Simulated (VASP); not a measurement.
# Pb (Fm-3m) in VASP: a series of runs, part 2 of 2

VASP 6.6.1. Earlier steps stand in the parts before.

## (3) Single point, PBE

Contents of INCAR:

```
SYSTEM = Pb
PREC = Accurate
ENCUT = 520
EDIFF = 1E-6
ISMEAR = 1
SIGMA = 0.3
LREAL = .False.
LASPH = .True.
NELM = 60
ALGO = Normal
ISIF = 2
LWAVE = .False.
LCHARG = .True.
GGA = PE
LELF = .True.
LVHAR = .True.
NBANDS = 13
```

Contents of KPOINTS:

```
regular mesh
0
Gamma
  11 11 11
  0 0 0
```

Contents of POSCAR:

```
Pb
1.0
    0.0000000000      2.5175937382      2.5175937382
    2.5175937382      0.0000000000      2.5175937382
    2.5175937382      2.5175937382      0.0000000000
Pb
1
Direct
    0.0000000000      0.0000000000      0.0000000000
```

Potentials or basis: VASP PAW PBE potentials, release 64 (Pb_d).

Launch:

```bash
$ cat potpaw_PBE.64/Pb_d/POTCAR > POTCAR
$ mpirun -np 1 vasp_std > vasp.out
```

OUTCAR:

```text
SYSTEM = Pb
   PREC = Accurate
   ENCUT = 520
   EDIFF = 1E-6
   ISMEAR = 1
   LREAL = .False.
   LASPH = .True.
   NELM = 60
   ISIF = 2
   GGA = PE

 ion  position               nearest neighbor table
   1  0.000  0.000  0.000-

  LATTYP: Found a face centered cubic cell.
 ALAT       =     5.0351874764

  Lattice vectors:

 A1 = (   0.0000000000,   2.5175937382,   2.5175937382)
 A2 = (   2.5175937382,   0.0000000000,   2.5175937382)
 A3 = (   2.5175937382,   2.5175937382,   0.0000000000)

Analysis of symmetry for initial positions (statically):
=====================================================================
 Subroutine PRICEL returns:
 Original cell was already a primitive cell.

 Routine SETGRP: Setting up the symmetry group for a
 face centered cubic supercell.

 Subroutine GETGRP returns: Found 48 space group operations
 (whereof 48 operations were pure point group operations)
 out of a pool of 48 trial point group operations.

The static configuration has the point symmetry O_h .

Analysis of symmetry for dynamics (positions and initial velocities):
=====================================================================
 Subroutine PRICEL returns:
 Original cell was already a primitive cell.

 Routine SETGRP: Setting up the symmetry group for a
 face centered cubic supercell.

 Subroutine GETGRP returns: Found 48 space group operations
 (whereof 48 operations were pure point group operations)
 out of a pool of 48 trial point group operations.

The dynamic configuration has the point symmetry O_h .

 Subroutine INISYM returns: Found 48 space group operations
 (whereof 48 operations are pure point group operations),
 and found     1 'primitive' translations

----------------------------------------------------------------------------------------

                                     Primitive cell

  volume of cell :      31.9144

  direct lattice vectors                    reciprocal lattice vectors
     0.000000000  2.517593738  2.517593738    -0.198602337  0.198602337  0.198602337
     2.517593738  0.000000000  2.517593738     0.198602337 -0.198602337  0.198602337
     2.517593738  2.517593738  0.000000000     0.198602337  0.198602337 -0.198602337

  length of vectors
     3.560415209  3.560415209  3.560415209     0.343989338  0.343989338  0.343989338

  position of ions in fractional coordinates (direct lattice)
     0.000000000  0.000000000  0.000000000

  ion indices of the primitive-cell ions
   primitive index   ion index
                 1           1

----------------------------------------------------------------------------------------

 KPOINTS: regular mesh

Automatic generation of k-mesh.
 Grid dimensions read from file:
 generate k-points for:   11   11   11

 Generating k-lattice:

  Cartesian coordinates                     Fractional coordinates (reciprocal lattice)
    -0.018054758  0.018054758  0.018054758     0.090909091  0.000000000  0.000000000
     0.018054758 -0.018054758  0.018054758     0.000000000  0.090909091  0.000000000
     0.018054758  0.018054758 -0.018054758     0.000000000  0.000000000  0.090909091

  Length of vectors
     0.031271758  0.031271758  0.031271758

  Shift w.r.t. Gamma in fractional coordinates (k-lattice)
     0.000000000  0.000000000  0.000000000

 Subroutine IBZKPT returns following result:
 ===========================================

 Found     56 irreducible k-points:

 Following reciprocal coordinates:
            Coordinates               Weight
  0.000000  0.000000  0.000000      1.000000
  0.090909  0.000000  0.000000      8.000000
  0.181818  0.000000  0.000000      8.000000
  0.272727  0.000000  0.000000      8.000000
  0.363636  0.000000  0.000000      8.000000
  0.454545  0.000000  0.000000      8.000000
[... 16 lines left out ...]
 -0.272727  0.181818  0.000000     24.000000
 -0.181818  0.181818  0.000000     12.000000
 [... further k-points ...]
   k-points           NKPTS =     56   k-points in BZ     NKDIM =     56   number of bands    NBANDS=     13
   number of dos      NEDOS =    301   number of ions     NIONS =      1
   total plane-waves  NPLWV =  21952
   dimension x,y,z NGX =    28 NGY =   28 NGZ =   28
   dimension x,y,z NGXF=    56 NGYF=   56 NGZF=   56
   ions per type =               1
   NGX,Y,Z   is equivalent  to a cutoff of  13.07, 13.07, 13.07 a.u.
   NGXF,Y,Z  is equivalent  to a cutoff of  26.15, 26.15, 26.15 a.u.
 SYSTEM =  Pb
   PREC   = accura    normal or accurate (medium, high low for compatibility)
   ISTART =      0    job   : 0-new  1-cont  2-samecut
   ICHARG =      2    charge: 1-file 2-atom 10-const
   ISPIN  =      1    spin polarized calculation?
   LNONCOLLINEAR =      F non collinear calculations
   LSORBIT =      F    spin-orbit coupling
   LASPH  =      T    aspherical Exc in radial PAW
   ENCUT  =  520.0 eV  38.22 Ry    6.18 a.u.   6.62  6.62  6.62*2*pi/ulx,y,z
   NELM   =     60;   NELMIN=  2; NELMDL= -5     # of ELM steps
   EDIFF  = 0.1E-05   stopping-criterion for ELM
   LREAL  =      F    real-space projection
   EDIFFG = 0.1E-04   stopping-criterion for IOM
   NSW    =      0    number of steps for IOM
   IBRION =     -1    ionic relax: 0-MD 1-quasi-New 2-CG
   NFREE  =      0    steps in history (QN), initial steepest desc. (CG)
   ISIF   =      2    stress and relaxation
   ISYM   =      2    0-nonsym 1-usesym 2-fastsym
   POTIM  = 0.5000    time-step for ionic-motion
   TEBEG  =    0.0;   TEEND  =   0.0 temperature during run
   PSTRESS=    0.0 pullay stress
   NELECT =      14.0000    total number of electrons
   NUPDOWN=      -1.0000    fix difference up-down
   EMIN   =  10.00;   EMAX   =-10.00  energy-range for DOS
   EFERMI =   0.00;   METHOD = LEGACY
   ISMEAR =     1;   SIGMA  =   0.30  broadening in eV -4-tet -1-fermi 0-gaus
   EFERMI_NEDOS =   21; number of points for ismear=-14 and -15
   IALGO  =     38    algorithm
   IMIX   =      4    mixing-type and parameters
     AMIX     =   0.40;   BMIX     =  1.00
     AMIX_MAG =   1.60;   BMIX_MAG =  1.00
  volume/ion in A,a.u.               =      31.91       215.37
  Fermi-wavevector in a.u.,A,eV,Ry     =   1.243909  2.350647 21.052417  1.547309
  Thomas-Fermi vector in A             =   2.378199
   LORBIT       =      0    0 simple, 1 ext, 2 COOP (PROOUT), +10 PAW based schemes
   GGA     = PE    functional components
   LHFCALC =     F    Hartree Fock is set to
   AEXX    =    0.0000 exact exchange contribution
   IVDW    =     0    specifies the selected vdW correction
   LEPSILON=     F    determine dielectric tensor
   LRPA    =     F    only Hartree local field effects (RPA)
 non-spin polarized calculation
 Methfessel and Paxton  Order N= 1 SIGMA  =   0.30
  energy-cutoff  :      520.00
  volume of cell :       31.91
 maximum number of plane-waves:       881
   NGX = 13   NGY = 13   NGZ = 13

 number of electron      14.0000003 magnetization

 Free energy of the ion-electron system (eV)
  ---------------------------------------------------
  ext. energy  EPLUGINS =         0.00000000
  ---------------------------------------------------
  free energy    TOTEN  =        -3.56422383 eV

  energy without entropy =       -3.56678443  energy(sigma->0) =       -3.56507736

 E-fermi :   6.7545     XC(G=0):  -9.9422

 val. band max:        6.6820219485   @ k =   0.3636   0.2727   0.0000
 cond. band min:       6.7733980525   @ k =   0.2727   0.0000   0.0000
 fundamental gap:      0.0913761040
 Fermi energy:         6.7545150991

 k-point     1 :       0.0000    0.0000    0.0000
  band No.  band energies     occupation
      1     -10.3207      2.00000
      2     -10.3207      2.00000
      3     -10.3207      2.00000
      4     -10.2018      2.00000
      5     -10.2018      2.00000
      6      -4.6966      2.00000
      7      13.7406      0.00000
      8      13.7406      0.00000
      9      13.7406      0.00000
     10      16.4486      0.00000
     11      17.4155      0.00000
     12      18.8364      0.00000
     13      18.8364      0.00000
[... 353 lines left out ...]
 k-point    24 :      -0.1818    0.1818    0.0000
  band No.  band energies     occupation
      1     -10.3133      2.00000
      2     -10.2912      2.00000
      3     -10.2387      2.00000
      4     -10.2258      2.00000
      5     -10.1397      2.00000
      6      -3.1181      2.00000
      7       7.4166     -0.00774
      8       9.1371     -0.00000
      9      13.1556      0.00000
     10      16.2484      0.00000
     11      17.6025      0.00000
     12      18.7797      0.00000
     13      19.1804      0.00000

 [... further k-points ...]

------------------------ aborting loop because EDIFF is reached ----------------------------------------

  FORCE on cell =-STRESS in cart. coord.  units (eV):
  Direction    XX          YY          ZZ          XY          YZ          ZX
  --------------------------------------------------------------------------------------
  -------------------------------------------------------------------------------------
  Total       -0.0250976     -0.0250976     -0.0250976     -0.0000000     -0.0000000      0.0000000
  in kB       -1.2599568     -1.2599568     -1.2599568     -0.0000000     -0.0000000      0.0000000
  external PRESSURE =      -1.2599568 kB  Pullay stress =       0.0000000 kB

 VOLUME and BASIS-vectors are now :
 -----------------------------------------------------------------------------
  energy-cutoff  :      520.00
  volume of cell :       31.91
      direct lattice vectors                 reciprocal lattice vectors
     0.000000000  2.517593738  2.517593738    -0.198602337  0.198602337  0.198602337
     2.517593738  0.000000000  2.517593738     0.198602337 -0.198602337  0.198602337
     2.517593738  2.517593738  0.000000000     0.198602337  0.198602337 -0.198602337

 POSITION                                       TOTAL-FORCE (eV/Angst)
 -----------------------------------------------------------------------------------
      0.00000      0.00000      0.00000        -0.000000     -0.000000     -0.000000
 -----------------------------------------------------------------------------------
    total drift:                               -0.000000     -0.000000     -0.000000

  FREE ENERGIE OF THE ION-ELECTRON SYSTEM (eV)
  ---------------------------------------------------
  free  energy   TOTEN  =        -3.5642238295 eV

  energy  without entropy=       -3.5667844336  energy(sigma->0) =       -3.56507736
```

OSZICAR:

```text
N       E                     dE             d eps       ncg     rms          rms(c)
DAV:   1     0.105973525125E+03    0.10597E+03   -0.70714E+03  1479   0.123E+03
DAV:   2     0.158377316441E+01   -0.10439E+03   -0.10120E+03  1536   0.310E+02
DAV:   3    -0.345157031847E+01   -0.50353E+01   -0.50236E+01  1782   0.737E+01
DAV:   4    -0.356876230985E+01   -0.11719E+00   -0.11717E+00  1834   0.120E+01
DAV:   5    -0.357418925673E+01   -0.54269E-02   -0.54268E-02  2029   0.242E+00    0.488E-01
DAV:   6    -0.356596022874E+01    0.82290E-02   -0.12261E-02  1899   0.190E+00    0.251E-01
DAV:   7    -0.356422176506E+01    0.17385E-02   -0.55418E-03  1871   0.119E+00    0.914E-02
DAV:   8    -0.356422585692E+01   -0.40919E-05   -0.42759E-04  1867   0.330E-01    0.103E-02
DAV:   9    -0.356422438223E+01    0.14747E-05   -0.12307E-05  1963   0.596E-02    0.471E-03
DAV:  10    -0.356422382952E+01    0.55271E-06   -0.13525E-06  1643   0.138E-02
   1 F= -.35642238E+01 E0= -.35650774E+01  d E =0.256060E-02
```

It took 40 s on 1 thread of AMD EPYC, shared host; peak memory 0.13 GiB.

What came out:

```
Free energy            : -3.5642 eV
Pressure               : -0.1 GPa
Band gap on the k mesh : zero (bands 7 and 8 overlap by 8.37 eV)
```

Caveat: so wide a smearing shifts energies and pressures; spin-orbit coupling is left out, which moves the levels of the heavy elements.

## (4) Single point, PBE

Contents of INCAR:

```
SYSTEM = Pb
  PREC = Accurate
  ENCUT = 520
  EDIFF = 1E-7
  ISMEAR = 1
  SIGMA = 0.6
  LREAL = .False.
  LASPH = .True.
  NELM = 100
  ALGO = Normal
  ISIF = 2
  LWAVE = .False.
  LCHARG = .False.
  GGA = PE
  NBANDS = 13
```

Contents of KPOINTS:

```
Automatic mesh
0
Gamma
  11 11 11
  0 0 0
```

POSCAR is that of step 3.

Potentials or basis: VASP PAW PBE potentials, release 64 (Pb_d).

Launch:

```bash
$ cat potpaw_PBE.64/Pb_d/POTCAR > POTCAR
$ mpirun -np 1 vasp_std > vasp.out
```

OUTCAR:

```text
SYSTEM = Pb
   PREC = Accurate
   ENCUT = 520
   EDIFF = 1E-7
   ISMEAR = 1
   LREAL = .False.
   LASPH = .True.
   NELM = 100
   ISIF = 2
   GGA = PE

 ion  position               nearest neighbor table
   1  0.000  0.000  0.000-

  LATTYP: Found a face centered cubic cell.
 ALAT       =     5.0351874764

  Lattice vectors:

 A1 = (   0.0000000000,   2.5175937382,   2.5175937382)
 A2 = (   2.5175937382,   0.0000000000,   2.5175937382)
 A3 = (   2.5175937382,   2.5175937382,   0.0000000000)

[... 561 lines left out ...]
     13      19.1809      0.00000

 [... further k-points ...]

------------------------ aborting loop because EDIFF is reached ----------------------------------------

  FORCE on cell =-STRESS in cart. coord.  units (eV):
  Direction    XX          YY          ZZ          XY          YZ          ZX
  --------------------------------------------------------------------------------------
  -------------------------------------------------------------------------------------
  Total       -0.0046480     -0.0046480     -0.0046480      0.0000000      0.0000000      0.0000000
  in kB       -0.2333419     -0.2333419     -0.2333419      0.0000000      0.0000000      0.0000000
  external PRESSURE =      -0.2333419 kB  Pullay stress =       0.0000000 kB

 VOLUME and BASIS-vectors are now :
 -----------------------------------------------------------------------------
  energy-cutoff  :      520.00
  volume of cell :       31.91
      direct lattice vectors                 reciprocal lattice vectors
     0.000000000  2.517593738  2.517593738    -0.198602337  0.198602337  0.198602337
     2.517593738  0.000000000  2.517593738     0.198602337 -0.198602337  0.198602337
     2.517593738  2.517593738  0.000000000     0.198602337  0.198602337 -0.198602337

 POSITION                                       TOTAL-FORCE (eV/Angst)
 -----------------------------------------------------------------------------------
      0.00000      0.00000      0.00000         0.000000      0.000000     -0.000000
 -----------------------------------------------------------------------------------
    total drift:                               -0.000000     -0.000000     -0.000000

  FREE ENERGIE OF THE ION-ELECTRON SYSTEM (eV)
  ---------------------------------------------------
  free  energy   TOTEN  =        -3.5625491153 eV

  energy  without entropy=       -3.5637639855  energy(sigma->0) =       -3.56295407
```

OSZICAR:

```text
N       E                     dE             d eps       ncg     rms          rms(c)
DAV:   1     0.105977991476E+03    0.10598E+03   -0.70714E+03  1479   0.123E+03
DAV:   2     0.158242585220E+01   -0.10440E+03   -0.10122E+03  1536   0.310E+02
DAV:   3    -0.344982875525E+01   -0.50323E+01   -0.50203E+01  1782   0.736E+01
DAV:   4    -0.356696262675E+01   -0.11713E+00   -0.11711E+00  1834   0.120E+01
DAV:   5    -0.357238893969E+01   -0.54263E-02   -0.54261E-02  2029   0.242E+00    0.485E-01
DAV:   6    -0.356427174236E+01    0.81172E-02   -0.12093E-02  1894   0.189E+00    0.248E-01
DAV:   7    -0.356254825262E+01    0.17235E-02   -0.54593E-03  1871   0.118E+00    0.904E-02
DAV:   8    -0.356255124145E+01   -0.29888E-05   -0.42146E-04  1867   0.328E-01    0.103E-02
DAV:   9    -0.356254964485E+01    0.15966E-05   -0.12173E-05  1958   0.594E-02    0.470E-03
DAV:  10    -0.356254908453E+01    0.56032E-06   -0.13550E-06  1831   0.135E-02    0.322E-04
DAV:  11    -0.356254911535E+01   -0.30818E-07   -0.47516E-08  1188   0.303E-03
   1 F= -.35625491E+01 E0= -.35629541E+01  d E =0.121487E-02
```

Wall time 40 s (1 thread of AMD EPYC, shared host); peak memory 0.13 GiB.

Results:

* Free energy: -3.5625 eV
* Pressure: 0.0 GPa
* Band gap on the k mesh: zero (bands 7 and 8 overlap by 8.37 eV)

Caveat: so wide a smearing shifts energies and pressures; spin-orbit coupling is left out, which moves the levels of the heavy elements.

## (5) Summary

```csv
smearing,gap on the mesh (eV),pressure (GPa)
methfessel-paxton 0.2 eV,none,-0.2
methfessel-paxton 0.3 eV,none,-0.1
methfessel-paxton 0.6 eV,none,0.0
```

Alike in all rows: task single point; level PBE; potentials or basis VASP PAW PBE potentials, release 64 (Pb_d); no spin polarisation; cell as given; k mesh 11 × 11 × 11; cutoff (eV) 520.

Caveats: spin-orbit coupling is left out, which moves the levels of the heavy elements; so wide a smearing shifts energies and pressures (at least some runs).

Total energies depend on the potentials used, so only differences within one code and one set of settings carry meaning.

The gap in the log of VASP goes by the Fermi energy; the results here count the filled bands.